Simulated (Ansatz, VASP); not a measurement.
**One calculation of CaO, two programs**

```
CELL_PARAMETERS angstrom
4.12501 0.00000 0.00000
-2.06251 3.31781 0.00000
0.00000 0.00000 4.87170
ATOMIC_POSITIONS crystal
Ca 0.33333 0.66667 0.75000
Ca 0.66667 0.33333 0.25000
O 0.33333 0.66667 0.25000
O 0.66667 0.33333 0.75000
```

Change from the starting cell: strain +e along x and -e along y +0.0367, strain +e along z and -e/2 along x and y +0.0133.

Alike in both runs: task single point; functional PBE; k mesh 9 × 9 × 6; occupations gaussian, width 0.05 eV; no spin polarisation.

|  | VASP | Ansatz |
| --- | --- | --- |
| version | VASP 6.6.1 | Ansatz 0.2.0 |
| potentials or method | VASP PAW PBE potentials, release 64 (Ca_sv, O), cutoff 520 eV | scalar-relativistic, plane waves, PAW |
| valence electrons in the cell | 32 | 32 |

VASP gave:

- gap on the k mesh at the Fermi level (eV): 3.20
- least direct gap on the mesh (eV): 3.20
- pressure (GPa): 0.8
- traceless stress, the component that is largest in VASP (GPa): 4.21
- rms of the force components (eV/Å): 0.284

Question: What did Ansatz give for the same quantities?

Answer: gap on the k mesh at the Fermi level (eV): 3.21; least direct gap on the mesh (eV): 3.21; pressure (GPa): 0.3; traceless stress, the component that is largest in VASP (GPa): 4.08; rms of the force components (eV/Å): 0.270.

Atom by atom the forces differ by 0.014 eV/Å (rms over components).
